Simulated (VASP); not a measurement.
Set up this calculation in VASP 6.6.1, as the native input.

```
Task                   : single point
Functional             : PBE
Potentials or basis    : VASP PAW PBE potentials, release 64 (In_d, Sb)
Cutoff                 : 520 eV
k mesh                 : 12 × 12 × 12
Occupations            : gaussian, width 0.1 eV
Spin                   : no spin polarisation
Dipole correction      : no
Further INCAR settings : ALGO = Normal; EDIFF = 1e-06; NBANDS = 16
```

The structure of InSb lies in POSCAR:

```
InSb
1.0
    0.0000000000      3.2839133529      3.2839133529
    3.2839133529      0.0000000000      3.2839133529
    3.2839133529      3.2839133529      0.0000000000
In Sb
1 1
Direct
    0.0000000000      0.0000000000      0.0000000000
    0.2500000000      0.2500000000      0.2500000000
```

These files were run (other wordings do the same):

INCAR

```
PREC = Accurate ; ENCUT = 520
EDIFF = 1E-6 ; ISMEAR = 0
SIGMA = 0.1 ; LREAL = False
LASPH = True ; NELM = 100
ALGO = Normal ; ISIF = 2
LWAVE = False ; LCHARG = True
GGA = PE ; LELF = True
LVHAR = True ; NBANDS = 16
```

KPOINTS

```
Automatic mesh
0
Gamma
  12 12 12
```

Potentials or basis: VASP PAW PBE potentials, release 64 (In_d, Sb).

Launch:

```sh
$ cat potpaw_PBE.64/In_d/POTCAR potpaw_PBE.64/Sb/POTCAR > POTCAR
$ mpirun -np 1 vasp_std > vasp.out
```

Results of the run:

| Item | Value |
| --- | --- |
| Pressure | 1.2 GPa |
| Band gap on the k mesh | zero (filled and empty bands touch) |

Caveat: semilocal functionals underestimate gaps, so a narrow gap can read as zero; spin-orbit coupling is left out, which moves the levels of the heavy elements.

Wall time 70 s on 1 thread of Intel(R) Xeon(R) Platinum 8375C CPU @ 2.90GHz (Ice Lake), with other jobs on the host, peak memory 0.25 GiB.
